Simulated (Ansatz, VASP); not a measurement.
**One calculation of SiB2, two programs**

```
Si B
1.0
     4.92769    0.00000    0.00000
    -2.46385    4.26751    0.00000
     0.00000    0.00000    2.73681
Si B
2 4
Direct
  0.66667 0.33333 0.50000
  0.33333 0.66667 0.50000
  0.22276 0.22276 0.00000
  0.00000 0.77724 0.00000
  0.77724 0.00000 0.00000
  0.00000 0.00000 0.50000
```

Change from the starting cell: species swapped into the Mg2Cd type (P-62m, No. 189).

Alike in both runs: functional PBE; k mesh 12 × 12 × 14; occupations gaussian, width 0.1 eV; no spin polarisation.

Ansatz relaxed the structure, and its values are those at the end. VASP's run is a single point on that final structure, the one shown.

```csv
,VASP,Ansatz
version,VASP 6.6.1,Ansatz 0.2.0
potentials or method,"VASP PAW PBE potentials, release 64 (Si, B), cutoff 520 eV","scalar-relativistic, plane waves, PAW"
valence electrons in the cell,20,20
```

|  | VASP | Ansatz | Ansatz less VASP |
| --- | --- | --- | --- |
| gap on the k mesh at the Fermi level (eV) | none | none | - |
| pressure (GPa) | 0.0 | 0.0 | -0.01 |

A gap of «none» marks a metal or a gap that the smearing closes. The functional is the same, so the differences come from potentials, cutoffs and numerics.
